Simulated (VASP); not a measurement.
# BaTiO3 (R3m) in VASP: notebook, part 2 of 2

VASP 6.6.1. The steps go on from the part before.

## 3. Electric field gradients, r2SCAN

POSCAR

```
BaTiO3
1.0
    2.8482561214      1.6444414384      2.3355603327
   -2.8482561214      1.6444414384      2.3355603327
    0.0000000000     -3.2888828768      2.3355603327
Ba Ti O
1 1 3
Direct
    0.0001460400      0.0001460400      0.0001460400
    0.5133377100      0.5133377100      0.5133377100
    0.4889503100      0.9797166300      0.4889503100
    0.4889503100      0.4889503100      0.9797166300
    0.9797166300      0.4889503100      0.4889503100
```

INCAR.step1

```
SYSTEM = BaTiO3
PREC = Accurate ; ENCUT = 520
ISMEAR = -1 ; SIGMA = 0.01
LREAL = .False. ; LASPH = .True.
NELM = 100 ; NBANDS = 28
GGA = PE ; ALGO = Normal
EDIFF = 1E-4 ; LWAVE = .True.
LCHARG = .False.
```

INCAR.step2

```
SYSTEM = BaTiO3
PREC = Accurate ; ENCUT = 520
EDIFF = 1E-8 ; ISMEAR = -1
SIGMA = 0.01 ; LREAL = .False.
LASPH = .True. ; NELM = 100
ALGO = Normal ; ISIF = 2
LWAVE = .False. ; LCHARG = .False.
METAGGA = R2SCAN ; LMIXTAU = .True.
LEFG = .True. ; NBANDS = 28
ISTART = 1
```

KPOINTS

```
regular mesh
0
Gamma
  6 6 6
  0 0 0
```

Potentials or basis: VASP PAW PBE potentials, release 64 (Ba_sv, Ti_sv, O).

The run is started by

```bash
cat potpaw_PBE.64/Ba_sv/POTCAR potpaw_PBE.64/Ti_sv/POTCAR potpaw_PBE.64/O/POTCAR > POTCAR
cp INCAR.step1 INCAR
mpirun -np 1 vasp_std > vasp.out
cp INCAR.step2 INCAR
mpirun -np 1 vasp_std > vasp.out
```

OUTCAR:

```text
SYSTEM = BaTiO3
   PREC = Accurate
   ENCUT = 520
   EDIFF = 1E-8
   ISMEAR = -1
   LREAL = .False.
   LASPH = .True.
   NELM = 100
   ISIF = 2
   METAGGA = R2SCAN
   ISTART = 1

 ion  position               nearest neighbor table
   1  0.000  0.000  0.000-   4 2.79   3 2.79   5 2.79   5 2.85   3 2.85   3 2.85   5 2.85   4 2.85
                             4 2.85   4 2.92   3 2.92   5 2.92   2 3.41   2 3.46   2 3.46   2 3.46
   2  0.513  0.513  0.513-   4 1.89   3 1.89   5 1.89   4 2.16   3 2.16   5 2.16   1 3.41   1 3.46
                             1 3.46   1 3.46   1 3.52   1 3.52   1 3.52   1 3.60
   3  0.489  0.980  0.489-   2 1.89   2 2.16   1 2.79   1 2.85   1 2.85   1 2.92
   4  0.489  0.489  0.980-   2 1.89   2 2.16   1 2.79   1 2.85   1 2.85   1 2.92
   5  0.980  0.489  0.489-   2 1.89   2 2.16   1 2.79   1 2.85   1 2.85   1 2.92

  LATTYP: Found a trigonal (rhomboedric) cell.
 ALAT       =     4.0338062230
 COS(alpha) =     0.0028556995

  Lattice vectors:

 A1 = (   2.8482561214,   1.6444414384,   2.3355603327)
 A2 = (  -2.8482561214,   1.6444414384,   2.3355603327)
 A3 = (   0.0000000000,  -3.2888828768,   2.3355603327)

Analysis of symmetry for initial positions (statically):
=====================================================================
 Subroutine PRICEL returns:
 Original cell was already a primitive cell.

 Routine SETGRP: Setting up the symmetry group for a
 trigonal (rhombohedral) supercell.

 Subroutine GETGRP returns: Found  6 space group operations
 (whereof  6 operations were pure point group operations)
 out of a pool of 12 trial point group operations.

The static configuration has the point symmetry C_3v.

Analysis of symmetry for dynamics (positions and initial velocities):
=====================================================================
 Subroutine PRICEL returns:
 Original cell was already a primitive cell.

 Routine SETGRP: Setting up the symmetry group for a
 trigonal (rhombohedral) supercell.

 Subroutine GETGRP returns: Found  6 space group operations
 (whereof  6 operations were pure point group operations)
 out of a pool of 12 trial point group operations.

The dynamic configuration has the point symmetry C_3v.

 Subroutine INISYM returns: Found  6 space group operations
 (whereof  6 operations are pure point group operations),
 and found     1 'primitive' translations

----------------------------------------------------------------------------------------

                                     Primitive cell

  volume of cell :      65.6357

  direct lattice vectors                    reciprocal lattice vectors
     2.848256121  1.644441438  2.335560333     0.175546011  0.101351537  0.142720926
    -2.848256121  1.644441438  2.335560333    -0.175546011  0.101351537  0.142720926
     0.000000000 -3.288882877  2.335560333     0.000000000 -0.202703073  0.142720926

  length of vectors
     4.033806223  4.033806223  4.033806223     0.247906835  0.247906835  0.247906835

  position of ions in fractional coordinates (direct lattice)
     0.000146040  0.000146040  0.000146040
     0.513337710  0.513337710  0.513337710
[... 98 lines left out ...]
   ISMEAR =    -1;   SIGMA  =   0.01  broadening in eV -4-tet -1-fermi 0-gaus
   EFERMI_NEDOS =   21; number of points for ismear=-14 and -15
   IALGO  =     38    algorithm
   IMIX   =      4    mixing-type and parameters
     AMIX     =   0.40;   BMIX     =  1.00
     AMIX_MAG =   1.60;   BMIX_MAG =  1.00
  volume/ion in A,a.u.               =      13.13        88.59
  Fermi-wavevector in a.u.,A,eV,Ry     =   1.387975  2.622892 26.211269  1.926474
  Thomas-Fermi vector in A             =   2.512145
   LORBIT       =      0    0 simple, 1 ext, 2 COOP (PROOUT), +10 PAW based schemes
   METAGGA = R2SCAN    functional components
   LHFCALC =     F    Hartree Fock is set to
   AEXX    =    0.0000 exact exchange contribution
   IVDW    =     0    specifies the selected vdW correction
   LEPSILON=     F    determine dielectric tensor
   LRPA    =     F    only Hartree local field effects (RPA)
 non-spin polarized calculation
  energy-cutoff  :      520.00
  volume of cell :       65.64
 maximum number of plane-waves:      1791
   NGX = 15   NGY = 15   NGZ = 15

 number of electron      40.0000008 magnetization

 Free energy of the ion-electron system (eV)
  ---------------------------------------------------
  ext. energy  EPLUGINS =         0.00000000
  ---------------------------------------------------
  free energy    TOTEN  =       -74.27337076 eV

  energy without entropy =      -74.27337076  energy(sigma->0) =      -74.27337076

 E-fermi :   3.5308     XC(G=0): -11.7672

 val. band max:        3.2929463733   @ k =   0.5000   0.5000   0.5000
 cond. band min:       6.0268447709   @ k =   0.0000   0.0000   0.0000
 fundamental gap:      2.7338983975
 Fermi energy:         3.5308330352

 k-point     1 :       0.0000    0.0000    0.0000
  band No.  band energies     occupation
      1     -55.3085      2.00000
      2     -30.4991      2.00000
      3     -30.4979      2.00000
      4     -30.4979      2.00000
      5     -22.2229      2.00000
      6     -14.4540      2.00000
[... 733 lines left out ...]
     27      11.9815      0.00000
     28      12.4907      0.00000

 [... further k-points ...]
[... 5 lines left out ...]
  --------------------------------------------------------------------------------------
  -------------------------------------------------------------------------------------
  Total        0.0223507      0.0223507      0.0464398      0.0000000     -0.0000000      0.0000000
  in kB        0.5455845      0.5455845      1.1336037      0.0000000     -0.0000000      0.0000000
  external PRESSURE =       0.7415909 kB  Pullay stress =       0.0000000 kB

 VOLUME and BASIS-vectors are now :
 -----------------------------------------------------------------------------
  energy-cutoff  :      520.00
  volume of cell :       65.64
      direct lattice vectors                 reciprocal lattice vectors
     2.848256121  1.644441438  2.335560333     0.175546011  0.101351537  0.142720926
    -2.848256121  1.644441438  2.335560333    -0.175546011  0.101351537  0.142720926
     0.000000000 -3.288882877  2.335560333     0.000000000 -0.202703073  0.142720926

 POSITION                                       TOTAL-FORCE (eV/Angst)
 -----------------------------------------------------------------------------------
      0.00000      0.00000      0.00102         0.000000      0.000000      0.010635
      0.00000      0.00000      3.59679         0.000000      0.000000      0.018858
     -1.39783      0.80704      4.57213         0.010226     -0.005904     -0.009831
      0.00000     -1.61407      4.57213         0.000000      0.011808     -0.009831
      1.39783      0.80704      4.57213        -0.010226     -0.005904     -0.009831
 -----------------------------------------------------------------------------------
    total drift:                               -0.000000      0.000001     -0.000118

  FREE ENERGIE OF THE ION-ELECTRON SYSTEM (eV)
  ---------------------------------------------------
  free  energy   TOTEN  =       -74.2733707631 eV

  energy  without entropy=      -74.2733707631  energy(sigma->0) =      -74.27337076

 Electric field gradients (V/A^2)
---------------------------------------------------------------------
 ion       V_xx      V_yy      V_zz      V_xy      V_xz      V_yz
---------------------------------------------------------------------
   1      -2.072    -2.072     4.144     0.000    -0.000     0.000
   2      -5.612    -5.612    11.224    -0.000    -0.000    -0.000
   3       5.754    -7.117     1.363   -11.146   -15.897     9.178
   4     -13.552    12.189     1.363     0.000     0.000   -18.356
   5       5.754    -7.117     1.363    11.146    15.897     9.178
---------------------------------------------------------------------

 Electric field gradients after diagonalization (V/A^2)
 (convention: |V_zz| > |V_xx| > |V_yy|)
----------------------------------------------------------------------
 ion       V_xx      V_yy      V_zz     asymmetry (V_yy - V_xx)/ V_zz
----------------------------------------------------------------------
   1      -2.072    -2.072     4.144       0.000
   2      -5.612    -5.612    11.224       0.000
   3     -13.552   -12.362    25.913       0.046
   4     -13.552   -12.362    25.913       0.046
   5     -13.552   -12.362    25.913       0.046
----------------------------------------------------------------------

           NMR quadrupolar parameters

 Cq : quadrupolar parameter    Cq=e*Q*V_zz/h
 eta: asymmetry parameters     (V_yy - V_xx)/ V_zz
 Q  : nuclear electric quadrupole moment in mb (millibarn)
----------------------------------------------------------------------
 ion       Cq(MHz)       eta       Q (mb)
----------------------------------------------------------------------
   1       0.010       0.000       1.000
   2       0.027       0.000       1.000
   3       0.063       0.046       1.000
   4       0.063       0.046       1.000
   5       0.063       0.046       1.000
----------------------------------------------------------------------
```

Wall time 3.4 min (1 thread of Intel Xeon Platinum 8488C (Sapphire Rapids), shared host); peak memory 0.2 GiB.

What came out:

```
Free energy            : -74.2734 eV
Pressure               : 0.1 GPa
Largest force          : 0.019 eV/Å
Band gap on the k mesh : 2.73 eV, indirect (least direct gap 3.17 eV)
```

Forces on the atoms (eV/Å):
```
Ba   0.000  0.000  0.011
Ti   0.000  0.000  0.019
O    0.010 -0.006 -0.010
O    0.000  0.012 -0.010
O   -0.010 -0.006 -0.010
```

Electric field gradients, principal values (V/Å²):
| atom | least | middle | greatest (by size) |
| --- | --- | --- | --- |
| 1 Ba | -2.072 | -2.072 | 4.144 |
| 2 Ti | -5.612 | -5.612 | 11.224 |
| 3 O | -12.362 | -13.552 | 25.913 |
| 4 O | -12.362 | -13.552 | 25.913 |
| 5 O | -12.362 | -13.552 | 25.913 |

Caveat: without QUAD_EFG the Cq values of the log hold for a quadrupole moment of 1 mb, not for the nuclei; the PAW data sets were made with another functional, which shifts forces and pressure a little; spin-orbit coupling is left out, which moves the levels of the heavy elements.
